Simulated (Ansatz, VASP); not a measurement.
One calculation of LiCl, two programs

```
CELL_PARAMETERS angstrom
0.00000 2.56476 2.56476
2.56476 0.00000 2.56476
2.56476 2.56476 0.00000
ATOMIC_POSITIONS crystal
Li 0.00000 0.00000 0.00000
Cl 0.50000 0.50000 0.50000
```

Alike in both runs: task single point; functional PBE; k mesh 9 × 9 × 9; occupations fermi-dirac, width 0.03 eV; no spin polarisation.

|  | VASP | Ansatz |
| --- | --- | --- |
| version | VASP 6.6.1 | Ansatz 0.2.0 |
| potentials or method | VASP PAW PBE potentials, release 64 (Li_sv, Cl), cutoff 520 eV | all-electron LAPW, scalar-relativistic |

Ansatz gave:

| Item | Value |
| --- | --- |
| gap on the k mesh at the Fermi level (eV) | 6.33 |

Task: Estimate VASP's values.

Result: gap on the k mesh at the Fermi level (eV): 6.34.

Ansatz ran all-electron here, and VASP with PAW potentials.

Noted on VASP's run: the cutoff is short for stress, so the pressure is rough.
